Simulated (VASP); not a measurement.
A run of VASP 6.6.1 is set up as follows.

Contents of INCAR:

```
PREC = Accurate
ENCUT = 520
EDIFF = 1E-6
ISMEAR = 0
SIGMA = 0.1
LREAL = F
LASPH = T
NELM = 150
ALGO = Normal
ISIF = 2
LWAVE = F
LCHARG = T
ISPIN = 2
MAGMOM = 0 0 0 1.06
LORBIT = 11
GGA = PE
IVDW = 12
LELF = T
LVHAR = T
NBANDS = 24
```

Contents of KPOINTS:

```
regular mesh
0
Gamma
  6 6 6
```

File POSCAR:

```
S3O
1.0
    3.7291296199      0.0000000000      0.0000000000
    0.0000000000      3.7291296199      0.0000000000
    0.0000000000      0.0000000000      3.7291296199
S O
3 1
Direct
    0.5000000000      0.0000000000      0.5000000000
    0.0000000000      0.5000000000      0.5000000000
    0.5000000000      0.5000000000      0.0000000000
    0.0000000000      0.0000000000      0.0000000000
```

Potentials or basis: VASP PAW PBE potentials, release 64 (S, O).

Run with:

```console
$ cat potpaw_PBE.64/S/POTCAR potpaw_PBE.64/O/POTCAR > POTCAR
$ mpirun -np 1 vasp_std > vasp.out
```

(1) What does it give for the pressure?

(2) Estimate the band gap on the k mesh.

(3) Predict the dispersion energy per atom.

(4) Predict the net moment.

Answers

(1) -1.9 GPa.

(2) zero (filled and empty bands overlap).

(3) -0.331 eV.

(4) -0.01 μB per cell.
